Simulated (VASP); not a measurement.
Input of a VASP 6.6.1 run:

The input INCAR:

```
PREC = Accurate
ENCUT = 520
EDIFF = 1E-6
ISMEAR = -1
SIGMA = 0.15
LREAL = False
LASPH = True
NELM = 60
ALGO = Normal
ISIF = 2
LWAVE = False
LCHARG = True
GGA = PS
LELF = True
LVHAR = True
NBANDS = 35
```

The input KPOINTS:

```
Automatic mesh
0
Gamma
  12 12 4
```

Contents of POSCAR:

```
Hf2S
1.0
    3.3660844985      0.0000000000      0.0000000000
   -1.6830422492      2.9151146870      0.0000000000
    0.0000000000      0.0000000000     11.7601220325
Hf S
4 2
Direct
    0.6666666667      0.3333333333      0.8986270669
    0.3333333333      0.6666666667      0.3986270669
    0.6666666667      0.3333333333      0.6013729331
    0.3333333333      0.6666666667      0.1013729331
    0.0000000000      0.0000000000      0.7500000000
    0.0000000000      0.0000000000      0.2500000000
```

Potentials or basis: VASP PAW PBE potentials, release 64 (Hf_pv, S).

Run with:

```sh
$ cat potpaw_PBE.64/Hf_pv/POTCAR potpaw_PBE.64/S/POTCAR > POTCAR
$ mpirun -np 1 vasp_std > vasp.out
```

Problem. Estimate the band gap on the k mesh.

Solution. Zero (band 26 reaches 6.77 eV, above the bottom of band 27 at 5.75 eV).

Problem. Predict the largest force.

Solution. 0.006 eV/Å.

Forces in eV/Å, atoms in the order of the input:
```
Hf   0.000  0.000 -0.006
Hf   0.000  0.000 -0.006
Hf   0.000  0.000  0.006
Hf   0.000  0.000  0.006
S    0.000  0.000  0.000
S    0.000  0.000  0.000
```

Caveat: the PAW data sets were made with another functional, which shifts forces and pressure a little; spin-orbit coupling is left out, which moves the levels of the heavy elements.
